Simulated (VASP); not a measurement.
# AlCu3 (Pm-3m) in VASP: further runs

The runs below take AlCu3 through vibrations by perturbation theory, with PBEsol.

Program: VASP 6.6.1. These are calculated values, not measurements. Logs are shortened: lines on timing, memory, paths and dates and some standing lists are left out, and cuts for length are marked.

**1. The cell of the first run**

The structure is cubic, space group Pm-3m (No. 221). Conventional cell: a = 3.632 Å, b = 3.632 Å, c = 3.632 Å, α = 90.00°, β = 90.00°, γ = 90.00°. Within 3.4 Å of Al (site symmetry m-3m) lie 12 Cu at 2.57 Å. Within 3.4 Å of Cu (site symmetry 4/mmm) lie 4 Al at 2.57 Å and 8 Cu at 2.57 Å.

**2. Vibrations by perturbation theory, PBEsol**

The input, INCAR:

```
ALGO     = Normal         # electronic algorithm
EDIFF    = 1E-8           # SCF threshold, eV
ENCUT    = 520            # plane-wave cutoff, eV
GGA      = PS             # functional
IBRION   = 8              # ionic algorithm
ISIF     = 2              # what is computed and relaxed
ISMEAR   = -1             # smearing method
LASPH    = T              # aspherical terms in the spheres
LCHARG   = F              # write CHGCAR
LREAL    = F              # projectors in reciprocal space
LWAVE    = F              # write WAVECAR
NELM     = 100            # most SCF steps
NSW      = 1              # ionic steps
PREC     = Accurate       # precision mode
SIGMA    = 0.15           # smearing width, eV
```

The input, KPOINTS:

```
k-points
0
Gamma
  12 12 12
```

The input, POSCAR:

```
AlCu3
1.0
    3.6324203597      0.0000000000      0.0000000000
    0.0000000000      3.6324203597      0.0000000000
    0.0000000000      0.0000000000      3.6324203597
Al Cu
1 3
Direct
    0.0000000000      0.0000000000      0.0000000000
    0.5000000000      0.5000000000      0.0000000000
    0.5000000000      0.0000000000      0.5000000000
    0.0000000000      0.5000000000      0.5000000000
```

Potentials or basis: VASP PAW PBE potentials, release 64 (Al, Cu).

Command:

```bash
$ cat potpaw_PBE.64/Al/POTCAR potpaw_PBE.64/Cu/POTCAR > POTCAR
$ mpirun -np 1 vasp_std > vasp.out
```

OUTCAR:

```text
EDIFF = 1E-8
   ENCUT = 520
   GGA = PS
   IBRION = 8
   ISIF = 2
   ISMEAR = -1
   LASPH = T
   LREAL = F
   NELM = 100
   NSW = 1
   PREC = Accurate

 ion  position               nearest neighbor table
   1  0.000  0.000  0.000-   2 2.57   3 2.57   4 2.57   3 2.57   4 2.57   2 2.57   4 2.57   4 2.57
                             2 2.57   3 2.57   3 2.57   2 2.57
   2  0.500  0.500  0.000-   1 2.57   3 2.57   4 2.57   3 2.57   4 2.57   1 2.57   3 2.57   3 2.57
                             1 2.57   4 2.57   4 2.57   1 2.57
   3  0.500  0.000  0.500-   1 2.57   2 2.57   4 2.57   1 2.57   2 2.57   2 2.57   4 2.57   2 2.57
                             1 2.57   4 2.57   1 2.57   4 2.57
   4  0.000  0.500  0.500-   1 2.57   2 2.57   3 2.57   1 2.57   2 2.57   1 2.57   3 2.57   1 2.57
                             2 2.57   3 2.57   2 2.57   3 2.57

  LATTYP: Found a simple cubic cell.
 ALAT       =     3.6324203597

  Lattice vectors:

 A1 = (   3.6324203597,   0.0000000000,   0.0000000000)
 A2 = (   0.0000000000,   3.6324203597,   0.0000000000)
 A3 = (   0.0000000000,   0.0000000000,   3.6324203597)

Analysis of symmetry for initial positions (statically):
=====================================================================
 Subroutine PRICEL returns:
 Original cell was already a primitive cell.

 Routine SETGRP: Setting up the symmetry group for a
 simple cubic supercell.

 Subroutine GETGRP returns: Found 48 space group operations
 (whereof 48 operations were pure point group operations)
 out of a pool of 48 trial point group operations.

The static configuration has the point symmetry O_h .

Analysis of symmetry for dynamics (positions and initial velocities):
=====================================================================
 Subroutine PRICEL returns:
 Original cell was already a primitive cell.

 Routine SETGRP: Setting up the symmetry group for a
 simple cubic supercell.

 Subroutine GETGRP returns: Found 48 space group operations
[... 801 lines left out ...]

--------------------------------------- Ionic step        4  -------------------------------------------

------------------------ aborting loop because EDIFF is reached ----------------------------------------
[... 7 lines left out ...]
[... ionic steps 8 to 8 ...]

--------------------------------------- Ionic step        9  -------------------------------------------

 Free energy of the ion-electron system (eV)
  ---------------------------------------------------
  ---------------------------------------------------
  free energy    TOTEN  =        -0.24220935 eV

  energy without entropy =       -0.24220934

------------------------ aborting loop because EDIFF is reached ----------------------------------------

 INTERNAL STRAIN TENSOR  FOR ION    2  DIRECTION 3   (eV/Angst):
 -----------------------------------------------------------------------------
     0.00824  0.00000 -0.00000
     0.00000  0.00824  0.00000
     0.00000 -0.00000 -0.00526

 INTERNAL STRAIN TENSOR FOR ION    4 for displacements in x,y,z  (eV/Angst):
          X           Y           Z          XY          YZ          ZX
  --------------------------------------------------------------------------------
  x     0.00000     0.00000     0.00000     0.00000     0.00000     0.00000
  y     0.00000     0.00000     0.00000     0.00000     0.00000     0.00000
  z     0.00000     0.00000     0.00000     0.00000     0.00000     0.00000

 SECOND DERIVATIVES (NOT SYMMETRIZED)
 ------------------------------------
               1X          1Y          1Z          2X          2Y          2Z          3X          3Y          3Z          4X          4Y          4Z
  1X    -7.353958   -0.000000   -0.000000    3.546715   -0.000000    0.000000    3.546715    0.000000    0.000000    0.260528   -0.000000   -0.000000
  1Y    -0.000000   -7.353958    0.000000    0.000000    3.546715    0.000000   -0.000000    0.260528    0.000000    0.000000    3.546715   -0.000000
  1Z     0.000000    0.000000   -7.353958   -0.000000   -0.000000    0.260528   -0.000000    0.000000    3.546715    0.000000    0.000000    3.546715
  2X     3.551526    0.000000    0.000000   -6.589010    0.000000    0.000000   -0.195807    0.000000    0.000000    3.233291    0.000000    0.000000
  2Y     0.000000    3.551526    0.000000    0.000000   -6.589010    0.000000    0.000000    3.233291    0.000000    0.000000   -0.195807    0.000000
  2Z    -0.000000   -0.000000    0.266863   -0.000000    0.000000   -6.734245    0.000000   -0.000000    3.233691   -0.000000    0.000000    3.233691
  3X     3.551526    0.000000    0.000000   -0.195807    0.000000    0.000000   -6.589010    0.000000    0.000000    3.233291    0.000000    0.000000
  3Y    -0.000000    0.266863   -0.000000   -0.000000    3.233691   -0.000000    0.000000   -6.734245   -0.000000   -0.000000    3.233691   -0.000000
  3Z     0.000000    0.000000    3.551526    0.000000    0.000000    3.233291    0.000000    0.000000   -6.589010    0.000000    0.000000   -0.195807
  4X     0.266863   -0.000000   -0.000000    3.233691   -0.000000   -0.000000    3.233691   -0.000000   -0.000000   -6.734245    0.000000   -0.000000
  4Y     0.000000    3.551526    0.000000    0.000000   -0.195807    0.000000    0.000000    3.233291    0.000000    0.000000   -6.589010    0.000000
  4Z     0.000000    0.000000    3.551526    0.000000    0.000000    3.233291    0.000000    0.000000   -0.195807    0.000000    0.000000   -6.589010

 Eigenvectors and eigenvalues of the dynamical matrix
 ----------------------------------------------------

   1 f  =    9.116772 THz    57.282369 2PiTHz  304.102789 cm-1    37.703923 meV
             X         Y         Z           dx          dy          dz
      0.000000  0.000000  0.000000    -0.000000   -0.000000   -0.863767
      1.816210  1.816210  0.000000     0.000000    0.000000   -0.126438
      1.816210  0.000000  1.816210    -0.000000   -0.000000    0.344906
      0.000000  1.816210  1.816210     0.000000   -0.000000    0.344906
[... 71 lines left out ...]
  12 f/i=    0.003394 THz     0.021325 2PiTHz    0.113212 cm-1     0.014037 meV
             X         Y         Z           dx          dy          dz
      0.000000  0.000000  0.000000     0.274846   -0.220318    0.013011
      1.816210  1.816210  0.000000     0.421349   -0.337756    0.019936
      1.816210  0.000000  1.816210     0.421349   -0.337591    0.019946
      0.000000  1.816210  1.816210     0.421143   -0.337756    0.019946

--------------------------------------------------------------------------------------------------------

 ELASTIC MODULI CONTR FROM IONIC RELAXATION (kBar)
 Direction    XX          YY          ZZ          XY          YZ          ZX
 --------------------------------------------------------------------------------
 XX           0.0000      0.0000      0.0000      0.0000      0.0000      0.0000
 YY           0.0000      0.0000      0.0000      0.0000      0.0000      0.0000
 ZZ           0.0000      0.0000      0.0000      0.0000      0.0000      0.0000
 XY           0.0000      0.0000      0.0000      0.0000      0.0000      0.0000
 YZ           0.0000      0.0000      0.0000      0.0000      0.0000      0.0000
 ZX           0.0000      0.0000      0.0000      0.0000      0.0000      0.0000
 --------------------------------------------------------------------------------
```

stdout:

```text
POSCAR found type information on POSCAR AlCu
 POSCAR found :  2 types and       4 ions
 scaLAPACK will be used
 -----------------------------------------------------------------------------
|                                                                             |
|                                                                             |
|     You enforced a specific xc type in the INCAR file but a different       |
|     I HOPE YOU KNOW WHAT YOU ARE DOING!                                     |
|                                                                             |
 -----------------------------------------------------------------------------

 LDA part: xc-table for (Slater+PW92), standard interpolation
 POSCAR, INCAR and KPOINTS ok, starting setup
 FFT: planning ... GRIDC
 FFT: planning ... GRID_SOFT
 FFT: planning ... GRID
 WAVECAR not read
 entering main loop
 Linear response reoptimize wavefunctions to high precision
 Linear response DOF=           3
 Linear response progress:
 first order change of Fermi-energy  -0.47694E-04
 force on displaced ion       1 direction 1 :  -7.354   0.000  -0.000
 Linear response progress:
 first order change of Fermi-energy   0.76652E-04
 force on displaced ion       2 direction 1 :  -6.589   0.000   0.000
 Linear response progress:
 first order change of Fermi-energy   0.21659E-03
 force on displaced ion       2 direction 3 :  -0.000   0.000  -6.734
 Linear response finished
```

Run time: 7.9 min. Hardware: 1 thread of Intel Xeon 6975P-C (Granite Rapids), shared host; peak memory 0.75 GiB.

Results:

```
Highest phonon frequency at Γ : 304 cm⁻¹
```

Phonon frequencies in cm⁻¹ (negative: imaginary):
```tsv
q point	frequencies
(0.000, 0.000, 0.000)	0 0 0 165 165 165 199 199 199 304 304 304
```

[end of part 1 of 2]
